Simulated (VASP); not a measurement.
# Sr3Sc: single point with r2SCAN

Sr3Sc:

```
Sr Sc
1.0
    -2.78132    2.78132    5.78673
     2.78132   -2.78132    5.78673
     2.78132    2.78132   -5.78673
Sr Sc
3 1
Direct
  0.50000 0.50000 0.00000
  0.25000 0.75000 0.50000
  0.75000 0.25000 0.50000
  0.00000 0.00000 0.00000
```

```
Program                : VASP 6.6.1
Task                   : single point
Functional             : r2SCAN
Potentials or basis    : VASP PAW PBE potentials, release 64 (Sr_sv, Sc_sv)
Cutoff                 : 520 eV
k mesh                 : 8 × 8 × 8
Occupations            : fermi-dirac, width 0.05 eV
Spin                   : no spin polarisation
Dipole correction      : no
Further INCAR settings : ALGO = Normal; EDIFF = 1e-06; NBANDS = 28
```

```yaml
Pressure: 0.5 GPa
Band_gap_on_the_k_mesh: zero (an odd number of electrons rules out a gap without spin polarisation)
```

Stress tensor (GPa, compression positive):
```
0.59 0.00 0.00
0.00 0.59 0.00
0.00 0.00 0.27
```

Levels at points of the mesh, in eV from the Fermi level:
```tsv
k point	band 16	band 17	band 18	band 19	band 20	band 21	band 22	band 23	band 24	band 25
(0.00, 0.00, 0.00)	-18.84	-4.20	-0.94	-0.29	-0.21	0.08	0.38	0.38	0.64	0.64
(0.50, 0.00, 0.00)	-18.85	-2.52	-2.25	-0.56	-0.45	0.13	0.44	0.45	0.68	0.73
(0.50, 0.50, 0.00)	-18.83	-1.85	-1.38	-1.10	-1.05	-0.04	0.10	0.35	0.54	0.92
(0.50, 0.50, 0.50)	-18.86	-2.94	-2.64	-0.92	-0.80	0.01	0.01	0.42	1.09	1.39
```

Wall time 69 min on 1 thread of Intel Xeon 8259CL (shared host), peak memory 0.61 GiB.

Caveat: the PAW data sets were made with another functional, which shifts forces and pressure a little.
